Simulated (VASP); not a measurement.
# Ru (R-3m) in VASP: a series of runs, part 2 of 2

VASP 6.6.1.

## 3. Electric field gradients, r2SCAN (shortest bond scaled by 0.64)

File POSCAR:

```
Ru
1.0
    0.0000000000      2.5818259214      2.5818259214
    2.5818259214      0.0000000000      2.5818259214
    2.5818259214      2.5818259214      0.0000000000
Ru
2
Direct
   -0.2600000000     -0.0800000000     -0.0800000000
    0.2600000000      0.0800000000      0.0800000000
```

File INCAR.step1:

```
  PREC = Accurate
  ENCUT = 440
  ISMEAR = -1
  SIGMA = 0.05
  LREAL = F
  LASPH = T
  NELM = 120
  NBANDS = 21
  GGA = PE
  ALGO = Normal
  EDIFF = 1E-5
  LWAVE = T
  LCHARG = F
  GGA_COMPAT = F
```

File INCAR.step2:

```
  PREC = Accurate
  ENCUT = 440
  EDIFF = 1E-8
  ISMEAR = -1
  SIGMA = 0.05
  LREAL = F
  LASPH = T
  NELM = 120
  ALGO = Normal
  ISIF = 2
  LWAVE = F
  LCHARG = F
  METAGGA = R2SCAN
  LMIXTAU = T
  LEFG = T
  NBANDS = 21
  ISTART = 1
  GGA_COMPAT = F
```

File KPOINTS:

```
Automatic mesh
0
Gamma
  10 10 10
```

Potentials or basis: VASP PAW PBE potentials, release 64 (Ru_pv).

On the command line:

```sh
cat potpaw_PBE.64/Ru_pv/POTCAR > POTCAR
cp INCAR.step1 INCAR
mpirun -np 1 vasp_std > vasp.out
cp INCAR.step2 INCAR
mpirun -np 1 vasp_std > vasp.out
```

OUTCAR:

```text
PREC = Accurate
   ENCUT = 440
   EDIFF = 1E-8
   ISMEAR = -1
   LREAL = F
   LASPH = T
   NELM = 120
   ISIF = 2
   METAGGA = R2SCAN
   ISTART = 1

 ion  position               nearest neighbor table
   1  0.740  0.920  0.920-   2 1.43   2 2.62   2 2.62   2 2.62
   2  0.260  0.080  0.080-   1 1.43   1 2.62   1 2.62   1 2.62

 -----------------------------------------------------------------------------
|                                                                             |
|           W    W    AA    RRRRR   N    N  II  N    N   GGGG   !!!           |
|           W    W   A  A   R    R  NN   N  II  NN   N  G    G  !!!           |
|           W    W  A    A  R    R  N N  N  II  N N  N  G       !!!           |
|           W WW W  AAAAAA  RRRRR   N  N N  II  N  N N  G  GGG   !            |
|           WW  WW  A    A  R   R   N   NN  II  N   NN  G    G                |
|           W    W  A    A  R    R  N    N  II  N    N   GGGG   !!!           |
|                                                                             |
|     The distance between some ions is very small. Please check the          |
|     nearest-neighbor list in the OUTCAR file.                               |
|     I HOPE YOU KNOW WHAT YOU ARE DOING!                                     |
|                                                                             |
 -----------------------------------------------------------------------------

[... 791 lines left out ...]
      4.75056      4.28583      4.28583       -61.002647     61.002647     61.002647
      0.41309      0.87782      0.87782        61.002647    -61.002647    -61.002647
 -----------------------------------------------------------------------------------
    total drift:                               -0.000000     -0.000000      0.000000

  FREE ENERGIE OF THE ION-ELECTRON SYSTEM (eV)
  ---------------------------------------------------
  free  energy   TOTEN  =       -26.0590151607 eV

  energy  without entropy=      -26.0410659725  energy(sigma->0) =      -26.05004057

 Electric field gradients (V/A^2)
---------------------------------------------------------------------
 ion       V_xx      V_yy      V_zz      V_xy      V_xz      V_yz
---------------------------------------------------------------------
   1       0.000    -0.000    -0.000   158.526   158.526  -158.523
   2       0.000    -0.000    -0.000   158.526   158.526  -158.523
---------------------------------------------------------------------

 Electric field gradients after diagonalization (V/A^2)
 (convention: |V_zz| > |V_xx| > |V_yy|)
----------------------------------------------------------------------
 ion       V_xx      V_yy      V_zz     asymmetry (V_yy - V_xx)/ V_zz
----------------------------------------------------------------------
   1     158.527   158.523  -317.049       0.000
   2     158.527   158.523  -317.049       0.000
----------------------------------------------------------------------

           NMR quadrupolar parameters

 Cq : quadrupolar parameter    Cq=e*Q*V_zz/h
 eta: asymmetry parameters     (V_yy - V_xx)/ V_zz
 Q  : nuclear electric quadrupole moment in mb (millibarn)
----------------------------------------------------------------------
 ion       Cq(MHz)       eta       Q (mb)
----------------------------------------------------------------------
   1      -0.767       0.000       1.000
   2      -0.767       0.000       1.000
----------------------------------------------------------------------
```

OUTCAR.step1:

```text
PREC = Accurate
   ENCUT = 440
   ISMEAR = -1
   LREAL = F
   LASPH = T
   NELM = 120
[... 812 lines left out ...]
 -----------------------------------------------------------------------------------
      4.75056      4.28583      4.28583       -61.832547     61.832547     61.832547
      0.41309      0.87782      0.87782        61.832547    -61.832547    -61.832547
 -----------------------------------------------------------------------------------
    total drift:                               -0.000000     -0.000000      0.000000

  FREE ENERGIE OF THE ION-ELECTRON SYSTEM (eV)
  ---------------------------------------------------
  free  energy   TOTEN  =         6.7143865090 eV

  energy  without entropy=        6.7347059296  energy(sigma->0) =        6.72454622
```

Wall time 4.5 min (1 thread of Intel Xeon Platinum 8375C at 2.90GHz (Ice Lake), shared host); peak memory 0.2 GiB.

What came out:

```yaml
Free_energy: -26.0590 eV
Pressure: 235.9 GPa
Largest_force: 105.660 eV/Å
Band_gap_on_the_k_mesh: zero (band 14 reaches 9.98 eV, above the bottom of band 15 at 8.80 eV)
```

Forces in eV/Å, atoms in the order of the input:
```
Ru  -61.003  61.003  61.003
Ru   61.003 -61.003 -61.003
```

Stress tensor (GPa, compression positive):
```
 235.94 -236.78 -236.78
-236.78  235.94  236.78
-236.78  236.78  235.94
```

Levels at points of the mesh, in eV from the Fermi level:
| k point | band 12 | band 13 | band 14 | band 15 | band 16 | band 17 |
| --- | --- | --- | --- | --- | --- | --- |
| (0.00, 0.00, 0.00) | -4.82 | -1.42 | -0.61 | -0.61 | 1.65 | 1.65 |
| (0.50, 0.00, 0.00) | -3.34 | 0.03 | 0.03 | 2.87 | 4.69 | 4.69 |
| (0.00, 0.50, 0.00) | -2.15 | -1.59 | -0.11 | 0.16 | 0.89 | 1.08 |
| (0.50, 0.50, 0.00) | -1.66 | -1.57 | -0.40 | 1.12 | 1.72 | 5.21 |

Electric field gradients, principal values (V/Å²):
```csv
atom,least,middle,greatest (by size)
1 Ru,158.523,158.527,-317.049
2 Ru,158.523,158.527,-317.049
```

Caveat: the cell differs from its parent crystal (shortest bond scaled by 0.64); without QUAD_EFG the Cq values of the log hold for a quadrupole moment of 1 mb, not for the nuclei; the PAW data sets were made with another functional, which shifts forces and pressure a little.

## 4. Electric field gradients, r2SCAN (shortest bond scaled by 0.58)

File POSCAR:

```
Ru
1.0
    0.0000000000      2.5818259214      2.5818259214
    2.5818259214      0.0000000000      2.5818259214
    2.5818259214      2.5818259214      0.0000000000
Ru
2
Direct
   -0.2825000000     -0.0725000000     -0.0725000000
    0.2825000000      0.0725000000      0.0725000000
```

File INCAR.step1:

```
SYSTEM = Ru
ALGO = Normal ; EDIFF = 1E-5
ENCUT = 440 ; GGA = PE
GGA_COMPAT = .False. ; ISMEAR = -1
LASPH = .True. ; LCHARG = .False.
LREAL = .False. ; LWAVE = .True.
NBANDS = 21 ; NELM = 120
PREC = Accurate ; SIGMA = 0.05
```

File INCAR.step2:

```
SYSTEM = Ru
ALGO = Normal ; EDIFF = 1E-8
ENCUT = 440 ; GGA_COMPAT = .False.
ISIF = 2 ; ISMEAR = -1
ISTART = 1 ; LASPH = .True.
LCHARG = .False. ; LEFG = .True.
LMIXTAU = .True. ; LREAL = .False.
LWAVE = .False. ; METAGGA = R2SCAN
NBANDS = 21 ; NELM = 120
PREC = Accurate ; SIGMA = 0.05
```

File KPOINTS:

```
k-points
0
Gamma
  10 10 10
  0 0 0
```

Potentials or basis: VASP PAW PBE potentials, release 64 (Ru_pv).

On the command line:

```sh
cat potpaw_PBE.64/Ru_pv/POTCAR > POTCAR
cp INCAR.step1 INCAR
mpirun -np 1 vasp_std > vasp.out
cp INCAR.step2 INCAR
mpirun -np 1 vasp_std > vasp.out
```

OUTCAR:

```text
SYSTEM = Ru
   EDIFF = 1E-8
   ENCUT = 440
   ISIF = 2
   ISMEAR = -1
   ISTART = 1
   LASPH = .True.
   LREAL = .False.
   METAGGA = R2SCAN
   NELM = 120
   PREC = Accurate

 ion  position               nearest neighbor table
   1  0.718  0.928  0.928-   2 1.30   2 2.70   2 2.70   2 2.70
   2  0.282  0.072  0.072-   1 1.30   1 2.70   1 2.70   1 2.70

 -----------------------------------------------------------------------------
|                                                                             |
|           W    W    AA    RRRRR   N    N  II  N    N   GGGG   !!!           |
|           W    W   A  A   R    R  NN   N  II  NN   N  G    G  !!!           |
|           W    W  A    A  R    R  N N  N  II  N N  N  G       !!!           |
|           W WW W  AAAAAA  RRRRR   N  N N  II  N  N N  G  GGG   !            |
|           WW  WW  A    A  R   R   N   NN  II  N   NN  G    G                |
|           W    W  A    A  R    R  N    N  II  N    N   GGGG   !!!           |
|                                                                             |
|     The distance between some ions is very small. Please check the          |
|     nearest-neighbor list in the OUTCAR file.                               |
[... 793 lines left out ...]
 POSITION                                       TOTAL-FORCE (eV/Angst)
 -----------------------------------------------------------------------------------
      4.78929      4.24710      4.24710      -113.694131    113.694131    113.694131
      0.37436      0.91655      0.91655       113.694131   -113.694131   -113.694131
 -----------------------------------------------------------------------------------
    total drift:                               -0.000000     -0.000000     -0.000000

  FREE ENERGIE OF THE ION-ELECTRON SYSTEM (eV)
  ---------------------------------------------------
  free  energy   TOTEN  =        -6.3208093772 eV

  energy  without entropy=       -6.2916655700  energy(sigma->0) =       -6.30623747

 Electric field gradients (V/A^2)
---------------------------------------------------------------------
 ion       V_xx      V_yy      V_zz      V_xy      V_xz      V_yz
---------------------------------------------------------------------
   1      -0.001     0.000     0.000   440.311   440.311  -440.309
   2      -0.001     0.000     0.000   440.311   440.311  -440.309
---------------------------------------------------------------------

 Electric field gradients after diagonalization (V/A^2)
 (convention: |V_zz| > |V_xx| > |V_yy|)
----------------------------------------------------------------------
 ion       V_xx      V_yy      V_zz     asymmetry (V_yy - V_xx)/ V_zz
----------------------------------------------------------------------
   1     440.312   440.309  -880.621       0.000
   2     440.312   440.309  -880.621       0.000
----------------------------------------------------------------------

           NMR quadrupolar parameters

 Cq : quadrupolar parameter    Cq=e*Q*V_zz/h
 eta: asymmetry parameters     (V_yy - V_xx)/ V_zz
 Q  : nuclear electric quadrupole moment in mb (millibarn)
----------------------------------------------------------------------
 ion       Cq(MHz)       eta       Q (mb)
----------------------------------------------------------------------
   1      -2.129       0.000       1.000
   2      -2.129       0.000       1.000
----------------------------------------------------------------------
```

It took 4.7 min on 1 thread of Intel Xeon Platinum 8375C at 2.90GHz (Ice Lake), shared host; peak memory 0.19 GiB.

What came out:

- Free energy: -6.3208 eV
- Pressure: 394.8 GPa
- Largest force: 196.924 eV/Å
- Band gap on the k mesh: zero (band 14 reaches 10.15 eV, above the bottom of band 15 at 8.90 eV)

Forces in eV/Å, atoms in the order of the input:
```
Ru  -113.694  113.694  113.694
Ru   113.694 -113.694 -113.694
```

Electric field gradients, principal values (V/Å²):
| atom | least | middle | greatest (by size) |
| --- | --- | --- | --- |
| 1 Ru | 440.309 | 440.312 | -880.621 |
| 2 Ru | 440.309 | 440.312 | -880.621 |

Caveat: the cell differs from its parent crystal (shortest bond scaled by 0.58); without QUAD_EFG the Cq values of the log hold for a quadrupole moment of 1 mb, not for the nuclei; the PAW data sets were made with another functional, which shifts forces and pressure a little.
